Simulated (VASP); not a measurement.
# AlAs (F-43m) in VASP: notebook

AlAs is run at these levels: LDA; tasks: single point.

All numbers are computed with VASP 6.6.1; they aren't measurements. Logs are shortened: lines on timing, memory, paths and dates and some standing lists are left out, and cuts for length are marked.

## Step 1: The cell of the first run

The structure is cubic, space group F-43m (No. 216). Conventional cell: a = 5.545 Å, b = 5.545 Å, c = 5.545 Å, α = 90.00°, β = 90.00°, γ = 90.00°. Within 3.2 Å of Al (site symmetry -43m) lie 4 As at 2.40 Å. Within 3.2 Å of As (site symmetry -43m) lie 4 Al at 2.40 Å.

## Step 2: Single point, LDA

Input file INCAR:

```
ALGO = Normal
EDIFF = 1E-6
ENCUT = 500
GGA_COMPAT = F
ISIF = 2
ISMEAR = 0
LASPH = T
LCHARG = F
LREAL = F
LWAVE = F
NBANDS = 11
NELM = 120
PREC = Accurate
SIGMA = 0.01
```

Input file KPOINTS:

```
k-points
0
Gamma
  6 6 6
```

Input file POSCAR:

```
AlAs
1.0
    0.0000000000      2.7726205221      2.7726205221
    2.7726205221      0.0000000000      2.7726205221
    2.7726205221      2.7726205221      0.0000000000
Al As
1 1
Direct
    0.0000000000      0.0000000000      0.0000000000
    0.2500000000      0.2500000000      0.2500000000
```

Potentials or basis: VASP PAW LDA potentials, release 64 (Al, As).

On the command line:

```
$ cat potpaw_LDA.64/Al/POTCAR potpaw_LDA.64/As/POTCAR > POTCAR
$ mpirun -np 1 vasp_std > vasp.out
```

OUTCAR:

```text
EDIFF = 1E-6
   ENCUT = 500
   ISIF = 2
   ISMEAR = 0
   LASPH = T
   LREAL = F
   NELM = 120
   PREC = Accurate

 ion  position               nearest neighbor table
   1  0.000  0.000  0.000-   2 2.40   2 2.40   2 2.40   2 2.40
   2  0.250  0.250  0.250-   1 2.40   1 2.40   1 2.40   1 2.40

  LATTYP: Found a face centered cubic cell.
 ALAT       =     5.5452410442

  Lattice vectors:

 A1 = (   0.0000000000,   2.7726205221,   2.7726205221)
 A2 = (   2.7726205221,   0.0000000000,   2.7726205221)
 A3 = (   2.7726205221,   2.7726205221,   0.0000000000)

Analysis of symmetry for initial positions (statically):
=====================================================================
 Subroutine PRICEL returns:
 Original cell was already a primitive cell.

 Routine SETGRP: Setting up the symmetry group for a
 face centered cubic supercell.

 Subroutine GETGRP returns: Found 24 space group operations
 (whereof 24 operations were pure point group operations)
 out of a pool of 48 trial point group operations.

The static configuration has the point symmetry T_d .

Analysis of symmetry for dynamics (positions and initial velocities):
=====================================================================
 Subroutine PRICEL returns:
 Original cell was already a primitive cell.

 Routine SETGRP: Setting up the symmetry group for a
 face centered cubic supercell.

 Subroutine GETGRP returns: Found 24 space group operations
 (whereof 24 operations were pure point group operations)
 out of a pool of 48 trial point group operations.

The dynamic configuration has the point symmetry T_d .

 Subroutine INISYM returns: Found 24 space group operations
 (whereof 24 operations are pure point group operations),
 and found     1 'primitive' translations

----------------------------------------------------------------------------------------

                                     Primitive cell

  volume of cell :      42.6286

  direct lattice vectors                    reciprocal lattice vectors
     0.000000000  2.772620522  2.772620522    -0.180334812  0.180334812  0.180334812
     2.772620522  0.000000000  2.772620522     0.180334812 -0.180334812  0.180334812
     2.772620522  2.772620522  0.000000000     0.180334812  0.180334812 -0.180334812

  length of vectors
     3.921077546  3.921077546  3.921077546     0.312349056  0.312349056  0.312349056

  position of ions in fractional coordinates (direct lattice)
     0.000000000  0.000000000  0.000000000
     0.250000000  0.250000000  0.250000000

  ion indices of the primitive-cell ions
   primitive index   ion index
                 1           1
                 2           2

----------------------------------------------------------------------------------------

 KPOINTS: k-points

Automatic generation of k-mesh.
 Grid dimensions read from file:
 generate k-points for:    6    6    6

 Generating k-lattice:

  Cartesian coordinates                     Fractional coordinates (reciprocal lattice)
    -0.030055802  0.030055802  0.030055802     0.166666667  0.000000000  0.000000000
     0.030055802 -0.030055802  0.030055802     0.000000000  0.166666667  0.000000000
     0.030055802  0.030055802 -0.030055802     0.000000000  0.000000000  0.166666667

  Length of vectors
     0.052058176  0.052058176  0.052058176

  Shift w.r.t. Gamma in fractional coordinates (k-lattice)
     0.000000000  0.000000000  0.000000000

 Subroutine IBZKPT returns following result:
 ===========================================

 Found     16 irreducible k-points:

 Following reciprocal coordinates:
            Coordinates               Weight
  0.000000  0.000000  0.000000      1.000000
  0.166667  0.000000  0.000000      8.000000
  0.333333  0.000000  0.000000      8.000000
  0.500000  0.000000  0.000000      4.000000
  0.166667  0.166667  0.000000      6.000000
  0.333333  0.166667  0.000000     24.000000
[... 8 lines left out ...]
 -0.333333  0.333333  0.166667     24.000000
 -0.333333  0.500000  0.166667     12.000000
   k-points           NKPTS =     16   k-points in BZ     NKDIM =     16   number of bands    NBANDS=     11
   number of dos      NEDOS =    301   number of ions     NIONS =      2
   total plane-waves  NPLWV =  27000
   dimension x,y,z NGX =    30 NGY =   30 NGZ =   30
   dimension x,y,z NGXF=    60 NGYF=   60 NGZF=   60
   ions per type =               1   1
   NGX,Y,Z   is equivalent  to a cutoff of  12.72, 12.72, 12.72 a.u.
   NGXF,Y,Z  is equivalent  to a cutoff of  25.44, 25.44, 25.44 a.u.
 SYSTEM =  unknown system
   PREC   = accura    normal or accurate (medium, high low for compatibility)
   ISTART =      0    job   : 0-new  1-cont  2-samecut
   ICHARG =      2    charge: 1-file 2-atom 10-const
   ISPIN  =      1    spin polarized calculation?
   LNONCOLLINEAR =      F non collinear calculations
   LSORBIT =      F    spin-orbit coupling
   LASPH  =      T    aspherical Exc in radial PAW
   ENCUT  =  500.0 eV  36.75 Ry    6.06 a.u.   7.15  7.15  7.15*2*pi/ulx,y,z
   NELM   =    120;   NELMIN=  2; NELMDL= -5     # of ELM steps
   EDIFF  = 0.1E-05   stopping-criterion for ELM
   LREAL  =      F    real-space projection
[... 7 lines left out ...]
   TEBEG  =    0.0;   TEEND  =   0.0 temperature during run
   PSTRESS=    0.0 pullay stress
   NELECT =       8.0000    total number of electrons
   NUPDOWN=      -1.0000    fix difference up-down
   EMIN   =  10.00;   EMAX   =-10.00  energy-range for DOS
   EFERMI =   0.00;   METHOD = LEGACY
   ISMEAR =     0;   SIGMA  =   0.01  broadening in eV -4-tet -1-fermi 0-gaus
   EFERMI_NEDOS =   21; number of points for ismear=-14 and -15
   IALGO  =     38    algorithm
   IMIX   =      4    mixing-type and parameters
     AMIX     =   0.40;   BMIX     =  1.00
     AMIX_MAG =   1.60;   BMIX_MAG =  1.00
  volume/ion in A,a.u.               =      21.31       143.84
  Fermi-wavevector in a.u.,A,eV,Ry     =   0.937284  1.771209 11.952728  0.878501
  Thomas-Fermi vector in A             =   2.064379
   LORBIT       =      0    0 simple, 1 ext, 2 COOP (PROOUT), +10 PAW based schemes
   GGA     = CA    functional components
   LHFCALC =     F    Hartree Fock is set to
   AEXX    =    0.0000 exact exchange contribution
   IVDW    =     0    specifies the selected vdW correction
   LEPSILON=     F    determine dielectric tensor
   LRPA    =     F    only Hartree local field effects (RPA)
 non-spin polarized calculation
 Gauss-broadening in eV      SIGMA  =   0.01
  energy-cutoff  :      500.00
  volume of cell :       42.63
 maximum number of plane-waves:      1106
 NGX is ok and might be reduce to    30
   NGX = 15   NGY = 15   NGZ = 15

 number of electron       8.0000000 magnetization

 Free energy of the ion-electron system (eV)
  ---------------------------------------------------
  ext. energy  EPLUGINS =         0.00000000
  ---------------------------------------------------
  free energy    TOTEN  =       -10.47527934 eV

  energy without entropy =      -10.47527934  energy(sigma->0) =      -10.47527934

 E-fermi :   4.4410     XC(G=0):  -9.5137

 val. band max:        4.3362586875   @ k =   0.0000   0.0000   0.0000
 cond. band min:       5.5601820192   @ k =   0.5000   0.5000   0.0000
 fundamental gap:      1.2239233317
 Fermi energy:         4.4410410305

 k-point     1 :       0.0000    0.0000    0.0000
  band No.  band energies     occupation
      1      -7.9162      2.00000
      2       4.3363      2.00000
      3       4.3363      2.00000
      4       4.3363      2.00000
      5       6.7156      0.00000
      6       8.6835      0.00000
      7       8.6835      0.00000
      8       8.6835      0.00000
      9      13.3116      0.00000
     10      13.4880      0.00000
     11      13.4880      0.00000

 k-point     2 :       0.1667    0.0000    0.0000
  band No.  band energies     occupation
      1      -7.6262      2.00000
      2       2.1681      2.00000
      3       4.0565      2.00000
      4       4.0565      2.00000
      5       7.3595      0.00000
      6       9.1403      0.00000
      7       9.1403      0.00000
      8       9.7303      0.00000
      9      12.6275      0.00000
     10      12.6275      0.00000
     11      14.1315      0.00000

 k-point     3 :       0.3333    0.0000    0.0000
  band No.  band energies     occupation
      1      -6.8831      2.00000
      2      -0.3781      2.00000
      3       3.6354      2.00000
      4       3.6354      2.00000
      5       6.8295      0.00000
      6       9.2280      0.00000
      7       9.2280      0.00000
      8      11.9734      0.00000
      9      13.5103      0.00000
     10      13.5103      0.00000
     11      13.8513      0.00000

 k-point     4 :       0.5000    0.0000    0.0000
  band No.  band energies     occupation
      1      -6.3518      2.00000
      2      -1.5471      2.00000
      3       3.4668      2.00000
      4       3.4668      2.00000
      5       6.5928      0.00000
      6       9.0108      0.00000
      7       9.0108      0.00000
      8      12.0322      0.00000
      9      15.8468      0.00000
     10      16.1062      0.00000
     11      16.1062      0.00000
[... 127 lines left out ...]
 k-point    14 :       0.5000    0.3333    0.1667
  band No.  band energies     occupation
      1      -6.3031      2.00000
      2      -0.4804      2.00000
      3       1.4066      2.00000
      4       2.5619      2.00000
      5       7.9615      0.00000
      6       8.9957      0.00000
      7       9.5431      0.00000
      8      12.4827      0.00000
      9      13.8730      0.00000
     10      15.2789      0.00000
     11      17.6483      0.00000

 k-point    15 :      -0.3333    0.3333    0.1667
  band No.  band energies     occupation
      1      -5.8946      2.00000
      2      -1.0096      2.00000
      3       0.9230      2.00000
      4       2.1461      2.00000
      5       8.2379      0.00000
      6       8.9933      0.00000
      7      11.2461      0.00000
      8      11.8582      0.00000
      9      12.9175      0.00000
     10      16.0965      0.00000
     11      17.5314      0.00000

 k-point    16 :      -0.3333    0.5000    0.1667
  band No.  band energies     occupation
      1      -5.7144      2.00000
      2      -1.0641      2.00000
      3       1.1630      2.00000
      4       1.4274      2.00000
      5       7.4185      0.00000
      6       8.4796      0.00000
      7      11.6325      0.00000
      8      12.3746      0.00000
      9      15.2355      0.00000
     10      17.0596      0.00000
     11      17.2498      0.00000

------------------------ aborting loop because EDIFF is reached ----------------------------------------

  FORCE on cell =-STRESS in cart. coord.  units (eV):
  Direction    XX          YY          ZZ          XY          YZ          ZX
  --------------------------------------------------------------------------------------
  -------------------------------------------------------------------------------------
  Total        1.1188398      1.1188398      1.1188398     -0.0000000      0.0000000     -0.0000000
  in kB       42.0510845     42.0510845     42.0510845     -0.0000000      0.0000000     -0.0000000
  external PRESSURE =      42.0510845 kB  Pullay stress =       0.0000000 kB

 VOLUME and BASIS-vectors are now :
 -----------------------------------------------------------------------------
  energy-cutoff  :      500.00
  volume of cell :       42.63
      direct lattice vectors                 reciprocal lattice vectors
     0.000000000  2.772620522  2.772620522    -0.180334812  0.180334812  0.180334812
     2.772620522  0.000000000  2.772620522     0.180334812 -0.180334812  0.180334812
     2.772620522  2.772620522  0.000000000     0.180334812  0.180334812 -0.180334812

 POSITION                                       TOTAL-FORCE (eV/Angst)
 -----------------------------------------------------------------------------------
      0.00000      0.00000      0.00000        -0.000000     -0.000000     -0.000000
      1.38631      1.38631      1.38631         0.000000      0.000000      0.000000
 -----------------------------------------------------------------------------------
    total drift:                                0.000000      0.000000      0.000000

  FREE ENERGIE OF THE ION-ELECTRON SYSTEM (eV)
  ---------------------------------------------------
  free  energy   TOTEN  =       -10.4752793402 eV

  energy  without entropy=      -10.4752793402  energy(sigma->0) =      -10.47527934
```

It took 5.1 s on 1 thread of Intel Xeon Platinum 8488C (Sapphire Rapids), shared host; peak memory 0.14 GiB.

Results:

| Item | Value |
| --- | --- |
| Free energy | -10.4753 eV |
| Pressure | 4.2 GPa |
| Band gap on the k mesh | 1.22 eV, indirect (least direct gap 2.38 eV) |

Levels at points of the mesh, in eV from the valence-band top:
| k point | band 1 | band 2 | band 3 | band 4 | band 5 | band 6 | band 7 | band 8 |
| --- | --- | --- | --- | --- | --- | --- | --- | --- |
| (0.00, 0.00, 0.00) | -12.25 | 0.00 | 0.00 | 0.00 | 2.38 | 4.35 | 4.35 | 4.35 |
| (0.50, 0.00, 0.00) | -10.69 | -5.88 | -0.87 | -0.87 | 2.26 | 4.67 | 4.67 | 7.70 |
| (0.50, 0.50, 0.00) | -10.08 | -5.67 | -2.32 | -2.32 | 1.22 | 2.20 | 10.68 | 10.68 |

A k mesh can miss the band edges.

## Step 3: Single point, LDA

This run uses another cell than the first one, of 21.99 Å³/atom, 1.032 times its volume.

Input file INCAR:

```
SYSTEM = AlAs
PREC = Accurate ; ENCUT = 500
EDIFF = 1E-6 ; ISMEAR = 0
SIGMA = 0.01 ; LREAL = .FALSE.
LASPH = .TRUE. ; NELM = 120
ALGO = Normal ; ISIF = 2
LWAVE = .FALSE. ; LCHARG = .FALSE.
GGA = CA ; NBANDS = 11
GGA_COMPAT = .FALSE.
```

Input file KPOINTS:

```
regular mesh
0
G
  6 6 6
  0 0 0
```

Input file POSCAR:

```
AlAs
1.0
    0.0000000000      2.8018081462      2.8018081462
    2.8018081462      0.0000000000      2.8018081462
    2.8018081462      2.8018081462      0.0000000000
Al As
1 1
Direct
    0.0000000000      0.0000000000      0.0000000000
    0.2500000000      0.2500000000      0.2500000000
```

Potentials or basis: VASP PAW LDA potentials, release 64 (Al, As).

On the command line:

```
$ cat potpaw_LDA.64/Al/POTCAR potpaw_LDA.64/As/POTCAR > POTCAR
$ mpirun -np 1 vasp_std > vasp.out
```

It took 5.5 s on 1 thread of Intel Xeon Platinum 8488C (Sapphire Rapids), shared host; peak memory 0.14 GiB.

It converged, with:

```yaml
Free_energy: -10.4990 eV
Pressure: 1.5 GPa
Band_gap_on_the_k_mesh: 1.28 eV, indirect (least direct gap 2.12 eV)
```

Levels at points of the mesh, in eV from the valence-band top:
```tsv
k point	band 2	band 3	band 4	band 5	band 6	band 7
(0.00, 0.00, 0.00)	0.00	0.00	0.00	2.12	4.29	4.29
(0.50, 0.00, 0.00)	-5.74	-0.85	-0.85	2.13	4.65	4.65
(0.50, 0.50, 0.00)	-5.56	-2.25	-2.25	1.28	2.20	10.43
```

## Step 4: Single point, LDA

This run uses another cell than the first one, of 23.36 Å³/atom, 1.096 times its volume.

Input file INCAR:

```
ALGO = Normal ; EDIFF = 1E-6
ENCUT = 500 ; GGA_COMPAT = F
ISIF = 2 ; ISMEAR = 0
LASPH = T ; LCHARG = T
LELF = T ; LREAL = F
LVHAR = T ; LWAVE = F
NBANDS = 11 ; NELM = 120
PREC = Accurate ; SIGMA = 0.01
```

Input file KPOINTS:

```
k-points
0
Gamma
  6 6 6
```

Input file POSCAR:

```
AlAs
1.0
    0.0000000000      2.8584255850      2.8584255850
    2.8584255850      0.0000000000      2.8584255850
    2.8584255850      2.8584255850      0.0000000000
Al As
1 1
Direct
    0.0000000000      0.0000000000      0.0000000000
    0.2500000000      0.2500000000      0.2500000000
```

On the command line:

```
$ cat potpaw_LDA.64/Al/POTCAR potpaw_LDA.64/As/POTCAR > POTCAR
$ mpirun -np 1 vasp_std > vasp.out
```

Run time: 6.1 s. Hardware: 1 thread of Intel Xeon Platinum 8488C (Sapphire Rapids), shared host; peak memory 0.14 GiB.

It converged, with:

| Property | Result |
| --- | --- |
| Free energy | -10.4850 eV |
| Pressure | -2.9 GPa |
| Band gap on the k mesh | 1.38 eV, indirect (least direct gap 1.65 eV) |

Levels at points of the mesh, in eV from the valence-band top:
```
           k point  band 1  band 2  band 3  band 4  band 5  band 6  band 7  band 8  band 9
(0.00, 0.00, 0.00)  -11.73    0.00    0.00    0.00    1.65    4.19    4.19    4.19    8.46
(0.50, 0.00, 0.00)  -10.38   -5.47   -0.80   -0.80    1.91    4.61    4.61    7.52   10.74
(0.50, 0.50, 0.00)   -9.87   -5.35   -2.11   -2.11    1.38    2.19    9.97    9.97   11.25
```

A k mesh can miss the band edges. Expect the measured gap to be larger: semilocal functionals such as LDA lack the derivative discontinuity.

## Step 5: Single point, LDA

This run uses another cell than the first one, of 24.04 Å³/atom, 1.128 times its volume.

Input file INCAR:

```
SYSTEM = AlAs
ALGO = Normal
EDIFF = 1E-6
ENCUT = 500
GGA = CA
GGA_COMPAT = .False.
ISIF = 2
ISMEAR = 0
LASPH = .True.
LCHARG = .False.
LREAL = .False.
LWAVE = .False.
NBANDS = 11
NELM = 120
PREC = Accurate
SIGMA = 0.01
```

Input file KPOINTS:

```
k-points
0
Gamma
  6 6 6
  0 0 0
```

Input file POSCAR:

```
AlAs
1.0
    0.0000000000      2.8859121326      2.8859121326
    2.8859121326      0.0000000000      2.8859121326
    2.8859121326      2.8859121326      0.0000000000
Al As
1 1
Direct
    0.0000000000      0.0000000000      0.0000000000
    0.2500000000      0.2500000000      0.2500000000
```

On the command line:

```
$ cat potpaw_LDA.64/Al/POTCAR potpaw_LDA.64/As/POTCAR > POTCAR
$ mpirun -np 1 vasp_std > vasp.out
```

It took 5.4 s on 1 thread of Intel Xeon Platinum 8488C (Sapphire Rapids), shared host; peak memory 0.14 GiB.

Results (log left out):

```yaml
Free_energy: -10.4531 eV
Pressure: -4.6 GPa
Band_gap_on_the_k_mesh: 1.42 eV, indirect (least direct gap 1.43 eV)
```

Levels at points of the mesh, in eV from the valence-band top:
| k point | band 2 | band 3 | band 4 | band 5 | band 6 | band 7 |
| --- | --- | --- | --- | --- | --- | --- |
| (0.00, 0.00, 0.00) | 0.00 | 0.00 | 0.00 | 1.43 | 4.14 | 4.14 |
| (0.50, 0.00, 0.00) | -5.35 | -0.78 | -0.78 | 1.80 | 4.58 | 4.58 |
| (0.50, 0.50, 0.00) | -5.26 | -2.05 | -2.05 | 1.42 | 2.18 | 9.75 |

A k mesh can miss the band edges. As with any semilocal functional, this LDA gap is likely too small.

## Step 6: The runs side by side

```csv
cell,gap on the mesh (eV),pressure (GPa)
"a = 3.921 Å, angles 60.0°, 2 atoms",1.22,4.2
"a = 3.962 Å, angles 60.0°, 2 atoms",1.28,1.5
"a = 4.042 Å, angles 60.0°, 2 atoms",1.38,-2.9
"a = 4.081 Å, angles 60.0°, 2 atoms",1.42,-4.6
```

Alike in all rows: task single point; level LDA; potentials or basis VASP PAW LDA potentials, release 64 (Al, As); no spin polarisation; k mesh 6 × 6 × 6; cutoff (eV) 500; smearing gaussian 0.01 eV.

Absolute energies hang on the potentials; compare differences alone.
